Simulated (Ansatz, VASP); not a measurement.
# Two plane-wave programs on MgO

```
Mg O
1.0
     0.00000    2.16274    2.16274
     2.16274    0.00000    2.16274
     2.16274    2.16274    0.00000
Mg O
1 1
Direct
  0.00000 0.00000 0.00000
  0.50000 0.50000 0.50000
```

Change from the starting cell: mode 6 frozen in at -0.000 Å, equal normal strain along x, y and z +0.0167.

Alike in both runs: task single point; functional PBE; k mesh 10 × 10 × 10; occupations gaussian, width 0.05 eV; no spin polarisation.

|  | VASP | Ansatz |
| --- | --- | --- |
| version | VASP 6.6.1 | Ansatz 0.2.0 |
| potentials or method | VASP PAW PBE potentials, release 64 (Mg, O), cutoff 600 eV | scalar-relativistic, plane waves, PAW |
| valence electrons in the cell | 8 | 16 |

Ansatz gave:

* gap on the k mesh at the Fermi level (eV): 4.01
* least direct gap on the mesh (eV): 4.01
* pressure (GPa): -6.7

**Question.** What did VASP give for the same quantities?

**Answer.** gap on the k mesh at the Fermi level (eV): 3.99; least direct gap on the mesh (eV): 3.99; pressure (GPa): -7.7.

With one functional, cell and mesh, what is left measures potentials, basis and numerics. VASP's potentials hold 8 valence electrons a cell and Ansatz's 16, so a difference there can come from the potentials and not from the codes.
